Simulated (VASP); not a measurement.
The system is CdSe.

```
CELL_PARAMETERS angstrom
0.00000 3.07027 3.07027
3.07027 0.00000 3.07027
3.07027 3.07027 0.00000
ATOMIC_POSITIONS crystal
Cd 0.00000 0.00000 0.00000
Se 0.25000 0.25000 0.25000
```

Base run:

- Program: VASP 6.6.1
- Functional: PBEsol
- Potentials or basis: VASP PAW PBE potentials, release 64 (Cd, Se)
- Cutoff: 520 eV
- k mesh: 6 × 6 × 6
- Occupations: fermi-dirac, width 0.05 eV
- Spin: no spin polarisation

Its results: band gap on the k mesh 0.42 eV; pressure -1.1 GPa.

Question: The run is repeated on the same cell with these changes: functional from PBEsol to PBE. What comes out?

Answer: Band gap on the k mesh 0.55 eV; pressure 1.6 GPa.

PBE binds less tightly than PBEsol, so the same cell stands under more pressure.

Caveats: the PAW data sets were made with another functional, which shifts forces and pressure a little (at least some runs).

